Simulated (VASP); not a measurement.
# Ru (P6_3/mmc) in VASP: a series of runs, part 2 of 2

VASP 6.6.1. Earlier steps stand in the parts before.

## (3) Single point, PBEsol

Contents of INCAR:

```
ALGO = Normal
EDIFF = 1E-7
ENCUT = 520
GGA = PS
ISIF = 2
ISMEAR = -1
LASPH = True
LCHARG = True
LELF = True
LREAL = False
LVHAR = True
LWAVE = False
NBANDS = 21
NELM = 60
PREC = Accurate
SIGMA = 0.05
```

Contents of KPOINTS:

```
k-points
0
Gamma
  9 9 5
```

Contents of POSCAR:

```
Ru
1.0
    2.7058000000      0.0000000000      0.0000000000
   -1.3529000000      2.3432920000      0.0000000000
    0.0000000000      0.0000000000      4.2819000000
Ru
2
Direct
    0.3333333333      0.6666666667      0.2500000000
    0.6666666667      0.3333333333      0.7500000000
```

Potentials or basis: VASP PAW PBE potentials, release 64 (Ru_pv).

Launch:

```sh
$ cat potpaw_PBE.64/Ru_pv/POTCAR > POTCAR
$ mpirun -np 1 vasp_std > vasp.out
```

OUTCAR:

```text
EDIFF = 1E-7
   ENCUT = 520
   GGA = PS
   ISIF = 2
   ISMEAR = -1
   LASPH = True
   LREAL = False
   NELM = 60
   PREC = Accurate

 ion  position               nearest neighbor table
   1  0.333  0.667  0.250-   2 2.65   2 2.65   2 2.65   2 2.65   2 2.65   2 2.65
   2  0.667  0.333  0.750-   1 2.65   1 2.65   1 2.65   1 2.65   1 2.65   1 2.65

  LATTYP: Found a hexagonal cell.
 ALAT       =     2.7058000000
 C/A-ratio  =     1.5824894671

  Lattice vectors:

 A1 = (   2.7058000000,   0.0000000000,   0.0000000000)
 A2 = (  -1.3529000000,   2.3432920000,   0.0000000000)
 A3 = (   0.0000000000,   0.0000000000,   4.2819000000)

Analysis of symmetry for initial positions (statically):
=====================================================================
 Subroutine PRICEL returns:
 Original cell was already a primitive cell.

 Routine SETGRP: Setting up the symmetry group for a
 hexagonal supercell.

 Subroutine GETGRP returns: Found 24 space group operations
 (whereof 12 operations were pure point group operations)
 out of a pool of 24 trial point group operations.

The static configuration has the point symmetry D_3d.
 The point group associated with its full space group is D_6h.

Analysis of symmetry for dynamics (positions and initial velocities):
=====================================================================
 Subroutine PRICEL returns:
 Original cell was already a primitive cell.

 Routine SETGRP: Setting up the symmetry group for a
 hexagonal supercell.

 Subroutine GETGRP returns: Found 24 space group operations
 (whereof 12 operations were pure point group operations)
 out of a pool of 24 trial point group operations.

The dynamic configuration has the point symmetry D_3d.
[... 105 lines left out ...]
   NFREE  =      0    steps in history (QN), initial steepest desc. (CG)
   ISIF   =      2    stress and relaxation
   ISYM   =      2    0-nonsym 1-usesym 2-fastsym
   POTIM  = 0.5000    time-step for ionic-motion
   TEBEG  =    0.0;   TEEND  =   0.0 temperature during run
   PSTRESS=    0.0 pullay stress
   NELECT =      28.0000    total number of electrons
   NUPDOWN=      -1.0000    fix difference up-down
   EMIN   =  10.00;   EMAX   =-10.00  energy-range for DOS
   EFERMI =   0.00;   METHOD = LEGACY
   ISMEAR =    -1;   SIGMA  =   0.05  broadening in eV -4-tet -1-fermi 0-gaus
   EFERMI_NEDOS =   21; number of points for ismear=-14 and -15
   IALGO  =     38    algorithm
   IMIX   =      4    mixing-type and parameters
     AMIX     =   0.40;   BMIX     =  1.00
     AMIX_MAG =   1.60;   BMIX_MAG =  1.00
  volume/ion in A,a.u.               =      13.57        91.61
  Fermi-wavevector in a.u.,A,eV,Ry     =   1.654022  3.125648 37.222669  2.735789
  Thomas-Fermi vector in A             =   2.742361
   LORBIT       =      0    0 simple, 1 ext, 2 COOP (PROOUT), +10 PAW based schemes
   GGA     = PS    functional components
   LHFCALC =     F    Hartree Fock is set to
   AEXX    =    0.0000 exact exchange contribution
   IVDW    =     0    specifies the selected vdW correction
   LEPSILON=     F    determine dielectric tensor
   LRPA    =     F    only Hartree local field effects (RPA)
 non-spin polarized calculation
  energy-cutoff  :      520.00
  volume of cell :       27.15
 maximum number of plane-waves:       744
 NGX is ok and might be reduce to    20
   NGX =  9   NGY =  9   NGZ = 15

 number of electron      28.0000009 magnetization

 Free energy of the ion-electron system (eV)
  ---------------------------------------------------
  ext. energy  EPLUGINS =         0.00000000
  ---------------------------------------------------
  free energy    TOTEN  =       -20.36413086 eV

  energy without entropy =      -20.35150370  energy(sigma->0) =      -20.35781728

 E-fermi :  12.7950     XC(G=0): -14.2834

 val. band max:       12.7865768563   @ k =   0.1111   0.1111   0.4000
 cond. band min:      12.8073763284   @ k =   0.0000   0.0000   0.4000
 fundamental gap:      0.0207994721
 Fermi energy:        12.7949644121

 k-point     1 :       0.0000    0.0000    0.0000
  band No.  band energies     occupation
      1     -30.8987      2.00000
      2     -29.9787      2.00000
      3     -29.9787      2.00000
      4     -29.8078      2.00000
      5     -29.8078      2.00000
      6     -29.7483      2.00000
[... 565 lines left out ...]
     20      22.9588      0.00000
     21      22.9588      0.00000

 [... further k-points ...]
[... 5 lines left out ...]
  --------------------------------------------------------------------------------------
  -------------------------------------------------------------------------------------
  Total       -1.0960683     -1.0960687     -1.1523187      0.0000000      0.0000000      0.0000000
  in kB      -64.6829139    -64.6829394    -68.0024532      0.0000000      0.0000000      0.0000000
  external PRESSURE =     -65.7894355 kB  Pullay stress =       0.0000000 kB

 VOLUME and BASIS-vectors are now :
 -----------------------------------------------------------------------------
  energy-cutoff  :      520.00
  volume of cell :       27.15
      direct lattice vectors                 reciprocal lattice vectors
     2.705800000  0.000000000  0.000000000     0.369576465  0.213375030  0.000000000
    -1.352900000  2.343292000  0.000000000     0.000000000  0.426750059  0.000000000
     0.000000000  0.000000000  4.281900000     0.000000000  0.000000000  0.233541185

 POSITION                                       TOTAL-FORCE (eV/Angst)
 -----------------------------------------------------------------------------------
     -0.00000      1.56219      1.07048         0.000000     -0.000000      0.000000
      1.35290      0.78110      3.21143        -0.000000      0.000000      0.000000
 -----------------------------------------------------------------------------------
    total drift:                               -0.000000      0.000000     -0.000000

  FREE ENERGIE OF THE ION-ELECTRON SYSTEM (eV)
  ---------------------------------------------------
  free  energy   TOTEN  =       -20.3641308610 eV

  energy  without entropy=      -20.3515036990  energy(sigma->0) =      -20.35781728
```

OSZICAR:

```text
N       E                     dE             d eps       ncg     rms          rms(c)
DAV:   1     0.286146916048E+03    0.28615E+03   -0.17513E+04  1512   0.149E+03
DAV:   2    -0.160183289799E+02   -0.30217E+03   -0.29297E+03  1557   0.445E+02
DAV:   3    -0.219413018662E+02   -0.59230E+01   -0.58889E+01  1792   0.698E+01
DAV:   4    -0.219835899907E+02   -0.42288E-01   -0.42216E-01  1860   0.570E+00
DAV:   5    -0.219841206151E+02   -0.53062E-03   -0.52698E-03  1748   0.567E-01    0.193E+01
DAV:   6    -0.204651005830E+02    0.15190E+01   -0.33638E+00  1757   0.179E+01    0.484E+00
DAV:   7    -0.203750099375E+02    0.90091E-01   -0.65552E-01  1732   0.567E+00    0.818E-01
DAV:   8    -0.203662867247E+02    0.87232E-02   -0.19803E-02  1657   0.120E+00    0.456E-01
DAV:   9    -0.203641204376E+02    0.21663E-02   -0.20809E-03  1687   0.499E-01    0.378E-02
DAV:  10    -0.203641320418E+02   -0.11604E-04   -0.10539E-04  1737   0.103E-01    0.228E-02
DAV:  11    -0.203641311072E+02    0.93458E-06   -0.88799E-06  1667   0.283E-02    0.233E-03
DAV:  12    -0.203641309286E+02    0.17863E-06   -0.42650E-07  1792   0.574E-03    0.140E-03
DAV:  13    -0.203641308610E+02    0.67559E-07   -0.33954E-08   956   0.188E-03
   1 F= -.20364131E+02 E0= -.20357817E+02  d E =-.126272E-01
```

stdout:

```text
POSCAR found type information on POSCAR Ru
 POSCAR found :  1 types and       2 ions
 scaLAPACK will be used
 -----------------------------------------------------------------------------
|                                                                             |
|                                                                             |
|     You enforced a specific xc type in the INCAR file but a different       |
|     I HOPE YOU KNOW WHAT YOU ARE DOING!                                     |
|                                                                             |
 -----------------------------------------------------------------------------

 LDA part: xc-table for (Slater+PW92), standard interpolation
 POSCAR, INCAR and KPOINTS ok, starting setup
 FFT: planning ... GRIDC
 FFT: planning ... GRID_SOFT
 FFT: planning ... GRID
 WAVECAR not read
 entering main loop
```

Wall time 17 s (1 thread of Intel Xeon Platinum 8259CL at 2.50GHz (Skylake/Cascade Lake), shared host); peak memory 0.14 GiB.

What came out:

```yaml
Free_energy: -20.3641 eV
Pressure: -6.6 GPa
Band_gap_on_the_k_mesh: zero (band 14 reaches 14.16 eV, above the bottom of band 15 at 11.11 eV)
```

Stress tensor (GPa, compression positive):
```
-6.47  0.00  0.00
 0.00 -6.47  0.00
 0.00  0.00 -6.80
```

Levels at points of the mesh, in eV from the Fermi level:
| k point | band 10 | band 11 | band 12 | band 13 | band 14 | band 15 | band 16 | band 17 | band 18 | band 19 |
| --- | --- | --- | --- | --- | --- | --- | --- | --- | --- | --- |
| (0.00, 0.00, 0.00) | -2.71 | -2.52 | -2.03 | -2.03 | -1.48 | -1.48 | 1.10 | 1.10 | 1.15 | 10.07 |

Caveat: the PAW data sets were made with another functional, which shifts forces and pressure a little.
